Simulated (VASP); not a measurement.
# GaSb (F-43m) in VASP: notebook

Runs on GaSb. Level: PBE. Tasks: single point.

Program: VASP 6.6.1. These are calculated values, not measurements. Logs are shortened: lines on timing, memory, paths and dates and some standing lists are left out, and cuts for length are marked.

## Step 1: The cell of the first run

The structure is cubic, space group F-43m (No. 216). Conventional cell: a = 6.118 Å, b = 6.118 Å, c = 6.118 Å, α = 90.00°, β = 90.00°, γ = 90.00°. Within 3.5 Å of Ga (site symmetry -43m) lie 4 Sb at 2.65 Å. Within 3.5 Å of Sb (site symmetry -43m) lie 4 Ga at 2.65 Å.

## Step 2: Single point, PBE

INCAR reads:

```
SYSTEM = GaSb
PREC     = Accurate       ! precision mode
ENCUT    = 500            ! plane-wave cutoff, eV
EDIFF    = 1E-6           ! SCF threshold, eV
ISMEAR   = 0              ! smearing method
SIGMA    = 0.1            ! smearing width, eV
LREAL    = .FALSE.        ! projectors in reciprocal space
LASPH    = .TRUE.         ! aspherical terms in the spheres
NELM     = 120            ! most SCF steps
ALGO     = Normal         ! electronic algorithm
ISIF     = 2              ! what is computed and relaxed
LWAVE    = .FALSE.        ! write WAVECAR
LCHARG   = .FALSE.        ! write CHGCAR
GGA      = PE             ! functional
NBANDS   = 16             ! bands
GGA_COMPAT= .FALSE.
```

KPOINTS reads:

```
Automatic mesh
0
G
  6 6 6
  0 0 0
```

POSCAR reads:

```
GaSb
1.0
    0.0000000000      3.0590000200      3.0590000200
    3.0590000200      0.0000000000      3.0590000200
    3.0590000200      3.0590000200      0.0000000000
Ga Sb
1 1
Direct
    0.0000000000      0.0000000000      0.0000000000
    0.2500000000      0.2500000000      0.2500000000
```

Potentials or basis: VASP PAW PBE potentials, release 64 (Ga_d, Sb).

The run is started by

```
cat potpaw_PBE.64/Ga_d/POTCAR potpaw_PBE.64/Sb/POTCAR > POTCAR
mpirun -np 1 vasp_std > vasp.out
```

OUTCAR:

```text
SYSTEM = GaSb
   PREC = Accurate
   ENCUT = 500
   EDIFF = 1E-6
   ISMEAR = 0
   LREAL = .FALSE.
   LASPH = .TRUE.
   NELM = 120
   ISIF = 2
   GGA = PE

 ion  position               nearest neighbor table
   1  0.000  0.000  0.000-   2 2.65   2 2.65   2 2.65   2 2.65
   2  0.250  0.250  0.250-   1 2.65   1 2.65   1 2.65   1 2.65

  LATTYP: Found a face centered cubic cell.
 ALAT       =     6.1180000400

  Lattice vectors:

 A1 = (   0.0000000000,   3.0590000200,   3.0590000200)
 A2 = (   3.0590000200,   0.0000000000,   3.0590000200)
 A3 = (   3.0590000200,   3.0590000200,   0.0000000000)

Analysis of symmetry for initial positions (statically):
=====================================================================
 Subroutine PRICEL returns:
 Original cell was already a primitive cell.

 Routine SETGRP: Setting up the symmetry group for a
 face centered cubic supercell.

 Subroutine GETGRP returns: Found 24 space group operations
 (whereof 24 operations were pure point group operations)
 out of a pool of 48 trial point group operations.

The static configuration has the point symmetry T_d .

Analysis of symmetry for dynamics (positions and initial velocities):
=====================================================================
 Subroutine PRICEL returns:
 Original cell was already a primitive cell.

 Routine SETGRP: Setting up the symmetry group for a
 face centered cubic supercell.

 Subroutine GETGRP returns: Found 24 space group operations
 (whereof 24 operations were pure point group operations)
 out of a pool of 48 trial point group operations.

The dynamic configuration has the point symmetry T_d .

 Subroutine INISYM returns: Found 24 space group operations
 (whereof 24 operations are pure point group operations),
 and found     1 'primitive' translations

----------------------------------------------------------------------------------------

                                     Primitive cell

  volume of cell :      57.2491

  direct lattice vectors                    reciprocal lattice vectors
     0.000000000  3.059000020  3.059000020    -0.163452107  0.163452107  0.163452107
     3.059000020  0.000000000  3.059000020     0.163452107 -0.163452107  0.163452107
     3.059000020  3.059000020  0.000000000     0.163452107  0.163452107 -0.163452107

  length of vectors
     4.326079316  4.326079316  4.326079316     0.283107355  0.283107355  0.283107355

  position of ions in fractional coordinates (direct lattice)
     0.000000000  0.000000000  0.000000000
     0.250000000  0.250000000  0.250000000

  ion indices of the primitive-cell ions
   primitive index   ion index
                 1           1
                 2           2

----------------------------------------------------------------------------------------

 KPOINTS: Automatic mesh

Automatic generation of k-mesh.
 Grid dimensions read from file:
 generate k-points for:    6    6    6

 Generating k-lattice:

  Cartesian coordinates                     Fractional coordinates (reciprocal lattice)
    -0.027242018  0.027242018  0.027242018     0.166666667  0.000000000  0.000000000
     0.027242018 -0.027242018  0.027242018     0.000000000  0.166666667  0.000000000
     0.027242018  0.027242018 -0.027242018     0.000000000  0.000000000  0.166666667

  Length of vectors
     0.047184559  0.047184559  0.047184559

  Shift w.r.t. Gamma in fractional coordinates (k-lattice)
     0.000000000  0.000000000  0.000000000

 Subroutine IBZKPT returns following result:
 ===========================================

 Found     16 irreducible k-points:

 Following reciprocal coordinates:
            Coordinates               Weight
  0.000000  0.000000  0.000000      1.000000
  0.166667  0.000000  0.000000      8.000000
  0.333333  0.000000  0.000000      8.000000
  0.500000  0.000000  0.000000      4.000000
  0.166667  0.166667  0.000000      6.000000
  0.333333  0.166667  0.000000     24.000000
[... 8 lines left out ...]
 -0.333333  0.333333  0.166667     24.000000
 -0.333333  0.500000  0.166667     12.000000
   k-points           NKPTS =     16   k-points in BZ     NKDIM =     16   number of bands    NBANDS=     16
   number of dos      NEDOS =    301   number of ions     NIONS =      2
   total plane-waves  NPLWV =  32768
   dimension x,y,z NGX =    32 NGY =   32 NGZ =   32
   dimension x,y,z NGXF=    64 NGYF=   64 NGZF=   64
   ions per type =               1   1
   NGX,Y,Z   is equivalent  to a cutoff of  12.30, 12.30, 12.30 a.u.
   NGXF,Y,Z  is equivalent  to a cutoff of  24.59, 24.59, 24.59 a.u.
 SYSTEM =  GaSb
   PREC   = accura    normal or accurate (medium, high low for compatibility)
   ISTART =      0    job   : 0-new  1-cont  2-samecut
   ICHARG =      2    charge: 1-file 2-atom 10-const
   ISPIN  =      1    spin polarized calculation?
   LNONCOLLINEAR =      F non collinear calculations
   LSORBIT =      F    spin-orbit coupling
   LASPH  =      T    aspherical Exc in radial PAW
   ENCUT  =  500.0 eV  36.75 Ry    6.06 a.u.   7.89  7.89  7.89*2*pi/ulx,y,z
   NELM   =    120;   NELMIN=  2; NELMDL= -5     # of ELM steps
   EDIFF  = 0.1E-05   stopping-criterion for ELM
   LREAL  =      F    real-space projection
   EDIFFG = 0.1E-04   stopping-criterion for IOM
   NSW    =      0    number of steps for IOM
   IBRION =     -1    ionic relax: 0-MD 1-quasi-New 2-CG
   NFREE  =      0    steps in history (QN), initial steepest desc. (CG)
   ISIF   =      2    stress and relaxation
   ISYM   =      2    0-nonsym 1-usesym 2-fastsym
   POTIM  = 0.5000    time-step for ionic-motion
   TEBEG  =    0.0;   TEEND  =   0.0 temperature during run
   PSTRESS=    0.0 pullay stress
   NELECT =      18.0000    total number of electrons
   NUPDOWN=      -1.0000    fix difference up-down
   EMIN   =  10.00;   EMAX   =-10.00  energy-range for DOS
   EFERMI =   0.00;   METHOD = LEGACY
   ISMEAR =     0;   SIGMA  =   0.10  broadening in eV -4-tet -1-fermi 0-gaus
   EFERMI_NEDOS =   21; number of points for ismear=-14 and -15
   IALGO  =     38    algorithm
   IMIX   =      4    mixing-type and parameters
     AMIX     =   0.40;   BMIX     =  1.00
     AMIX_MAG =   1.60;   BMIX_MAG =  1.00
  volume/ion in A,a.u.               =      28.62       193.17
  Fermi-wavevector in a.u.,A,eV,Ry     =   1.113208  2.103657 16.860765  1.239231
  Thomas-Fermi vector in A             =   2.249790
   LORBIT       =      0    0 simple, 1 ext, 2 COOP (PROOUT), +10 PAW based schemes
   GGA     = PE    functional components
   LHFCALC =     F    Hartree Fock is set to
   AEXX    =    0.0000 exact exchange contribution
   IVDW    =     0    specifies the selected vdW correction
   LEPSILON=     F    determine dielectric tensor
   LRPA    =     F    only Hartree local field effects (RPA)
 non-spin polarized calculation
 Gauss-broadening in eV      SIGMA  =   0.10
  energy-cutoff  :      500.00
  volume of cell :       57.25
 maximum number of plane-waves:      1464
   NGX = 15   NGY = 15   NGZ = 15

 number of electron      17.9999986 magnetization

 Free energy of the ion-electron system (eV)
  ---------------------------------------------------
  ext. energy  EPLUGINS =         0.00000000
  ---------------------------------------------------
  free energy    TOTEN  =        -7.32155880 eV

  energy without entropy =       -7.32074731  energy(sigma->0) =       -7.32115306

 E-fermi :   4.9354     XC(G=0):  -9.0837

 val. band max:        4.9129764262   @ k =   0.0000   0.0000   0.0000
 cond. band min:       5.2791248603   @ k =   0.5000   0.0000   0.0000
 fundamental gap:      0.3661484341
 Fermi energy:         4.9353775899

 k-point     1 :       0.0000    0.0000    0.0000
  band No.  band energies     occupation
      1     -10.1634      2.00000
      2     -10.1634      2.00000
      3     -10.1634      2.00000
      4     -10.1139      2.00000
      5     -10.1139      2.00000
      6      -6.5987      2.00000
[... 8 lines left out ...]
     15      13.4661      0.00000
     16      13.4661      0.00000

 k-point     2 :       0.1667    0.0000    0.0000
  band No.  band energies     occupation
      1     -10.1704      2.00000
      2     -10.1603      2.00000
      3     -10.1603      2.00000
      4     -10.1142      2.00000
      5     -10.1142      2.00000
      6      -6.3168      2.00000
[... 8 lines left out ...]
     15      12.4790      0.00000
     16      12.4790      0.00000

 k-point     3 :       0.3333    0.0000    0.0000
  band No.  band energies     occupation
      1     -10.1841      2.00000
      2     -10.1549      2.00000
      3     -10.1549      2.00000
      4     -10.1140      2.00000
      5     -10.1140      2.00000
      6      -5.5651      2.00000
[... 8 lines left out ...]
     15      12.9806      0.00000
     16      12.9806      0.00000

 k-point     4 :       0.5000    0.0000    0.0000
  band No.  band energies     occupation
      1     -10.1909      2.00000
      2     -10.1527      2.00000
      3     -10.1527      2.00000
      4     -10.1135      2.00000
      5     -10.1135      2.00000
      6      -4.9734      2.00000
[... 8 lines left out ...]
     15      14.7687      0.00000
     16      14.7687      0.00000
[... 172 lines left out ...]
 k-point    14 :       0.5000    0.3333    0.1667
  band No.  band energies     occupation
      1     -10.1956      2.00000
      2     -10.1489      2.00000
      3     -10.1460      2.00000
      4     -10.1192      2.00000
      5     -10.1124      2.00000
      6      -4.9211      2.00000
[... 8 lines left out ...]
     15      13.9127      0.00000
     16      15.8706      0.00000

 k-point    15 :      -0.3333    0.3333    0.1667
  band No.  band energies     occupation
      1     -10.1987      2.00000
      2     -10.1482      2.00000
      3     -10.1435      2.00000
      4     -10.1184      2.00000
      5     -10.1136      2.00000
      6      -4.3912      2.00000
[... 8 lines left out ...]
     15      15.3128      0.00000
     16      15.5446      0.00000

 k-point    16 :      -0.3333    0.5000    0.1667
  band No.  band energies     occupation
      1     -10.2034      2.00000
      2     -10.1446      2.00000
      3     -10.1401      2.00000
      4     -10.1217      2.00000
      5     -10.1121      2.00000
      6      -4.1087      2.00000
[... 8 lines left out ...]
     15      14.9064      0.00000
     16      16.2401      0.00000

------------------------ aborting loop because EDIFF is reached ----------------------------------------

  FORCE on cell =-STRESS in cart. coord.  units (eV):
  Direction    XX          YY          ZZ          XY          YZ          ZX
  --------------------------------------------------------------------------------------
  -------------------------------------------------------------------------------------
  Total        0.8754566      0.8754566      0.8754566      0.0000000      0.0000000      0.0000000
  in kB       24.5006015     24.5006015     24.5006015      0.0000000      0.0000000      0.0000000
  external PRESSURE =      24.5006015 kB  Pullay stress =       0.0000000 kB

 VOLUME and BASIS-vectors are now :
 -----------------------------------------------------------------------------
  energy-cutoff  :      500.00
  volume of cell :       57.25
      direct lattice vectors                 reciprocal lattice vectors
     0.000000000  3.059000020  3.059000020    -0.163452107  0.163452107  0.163452107
     3.059000020  0.000000000  3.059000020     0.163452107 -0.163452107  0.163452107
     3.059000020  3.059000020  0.000000000     0.163452107  0.163452107 -0.163452107

 POSITION                                       TOTAL-FORCE (eV/Angst)
 -----------------------------------------------------------------------------------
      0.00000      0.00000      0.00000         0.000000      0.000000      0.000000
      1.52950      1.52950      1.52950        -0.000000     -0.000000     -0.000000
 -----------------------------------------------------------------------------------
    total drift:                                0.000000      0.000000      0.000000

  FREE ENERGIE OF THE ION-ELECTRON SYSTEM (eV)
  ---------------------------------------------------
  free  energy   TOTEN  =        -7.3215587992 eV

  energy  without entropy=       -7.3207473149  energy(sigma->0) =       -7.32115306
```

Wall time 21 s (1 thread of Intel Xeon 8259CL, shared host); peak memory 0.18 GiB.

Results:

| Quantity | Value |
| --- | --- |
| Free energy | -7.3216 eV |
| Pressure | 2.5 GPa |

Levels at points of the mesh, in eV from the Fermi level:
| k point | band 6 | band 7 | band 8 | band 9 | band 10 | band 11 | band 12 | band 13 |
| --- | --- | --- | --- | --- | --- | --- | --- | --- |
| (0.00, 0.00, 0.00) | -11.53 | -0.06 | -0.06 | -0.06 | -0.02 | 2.71 | 2.71 | 2.71 |
| (0.50, 0.00, 0.00) | -9.91 | -6.43 | -1.21 | -1.21 | 0.34 | 3.69 | 3.69 | 6.41 |
| (0.50, 0.50, 0.00) | -9.08 | -6.87 | -2.63 | -2.63 | 0.85 | 1.19 | 8.62 | 8.62 |

Caveat: spin-orbit coupling is left out, which moves the levels of the heavy elements.

## Step 3: Single point, PBE

INCAR reads:

```
  PREC = Accurate
  ENCUT = 500
  EDIFF = 1E-6
  ISMEAR = 0
  SIGMA = 0.1
  LREAL = F
  LASPH = T
  NELM = 120
  ALGO = Normal
  ISIF = 2
  LWAVE = F
  LCHARG = F
  GGA = PE
  NBANDS = 16
  GGA_COMPAT = F
```

KPOINTS reads:

```
Automatic mesh
0
Gamma
  6 6 6
```

Changes to POSCAR since step 2:

```diff
@@ -9,2 +9,2 @@
     0.0000000000      0.0000000000      0.0000000000
-    0.2500000000      0.2500000000      0.2500000000
+    0.7500000000      0.7500000000      0.7500000000
```

Potentials or basis: VASP PAW PBE potentials, release 64 (Ga_d, Sb).

The run is started by

```
cat potpaw_PBE.64/Ga_d/POTCAR potpaw_PBE.64/Sb/POTCAR > POTCAR
mpirun -np 1 vasp_std > vasp.out
```

Run time: 22 s. Hardware: 1 thread of Intel Xeon 8259CL, shared host; peak memory 0.18 GiB.

It converged, with:

* Free energy: -7.3216 eV
* Pressure: 2.5 GPa

Levels at points of the mesh, in eV from the Fermi level:
```
           k point  band 7  band 8  band 9  band 10  band 11  band 12
(0.00, 0.00, 0.00)   -0.06   -0.06   -0.06    -0.02     2.71     2.71
(0.50, 0.00, 0.00)   -6.43   -1.21   -1.21     0.34     3.69     3.69
(0.50, 0.50, 0.00)   -6.87   -2.63   -2.63     0.85     1.19     8.62
```

Caveat: spin-orbit coupling is left out, which moves the levels of the heavy elements.

## Step 4: Single point, PBE

This run uses another cell than the first one, of 29.90 Å³/atom, 1.045 times its volume.

INCAR reads:

```
PREC = Accurate ; ENCUT = 500
EDIFF = 1E-6 ; ISMEAR = 0
SIGMA = 0.1 ; LREAL = F
LASPH = T ; NELM = 120
ALGO = Normal ; ISIF = 2
LWAVE = F ; LCHARG = F
GGA = PE ; NBANDS = 16
GGA_COMPAT = F
```

KPOINTS reads:

```
regular mesh
0
Gamma
  6 6 6
```

POSCAR reads:

```
GaSb
1.0
    0.0000000000      3.1037485058      3.1037485058
    3.1037485058      0.0000000000      3.1037485058
    3.1037485058      3.1037485058      0.0000000000
Ga Sb
1 1
Direct
    0.0000000000      0.0000000000      0.0000000000
    0.7500000000      0.7500000000      0.7500000000
```

The run is started by

```
cat potpaw_PBE.64/Ga_d/POTCAR potpaw_PBE.64/Sb/POTCAR > POTCAR
mpirun -np 1 vasp_std > vasp.out
```

It took 24 s on 1 thread of Intel Xeon 8259CL, shared host; peak memory 0.18 GiB.

The run converged. Its results:

```
Free energy            : -7.3433 eV
Pressure               : 0.3 GPa
Band gap on the k mesh : zero (filled and empty bands touch)
```

Levels at points of the mesh, in eV from the Fermi level:
```
           k point  band 5  band 6  band 7  band 8  band 9  band 10  band 11  band 12  band 13  band 14
(0.00, 0.00, 0.00)  -14.95  -11.21   -0.30   -0.03   -0.03    -0.03     2.75     2.75     2.75     5.73
(0.50, 0.00, 0.00)  -14.95   -9.70   -6.19   -1.12   -1.12     0.28     3.71     3.71     6.46     9.05
(0.50, 0.50, 0.00)  -14.94   -8.93   -6.65   -2.46   -2.46     0.92     1.30     8.37     8.37     9.67
```

Caveat: spin-orbit coupling is left out, which moves the levels of the heavy elements.
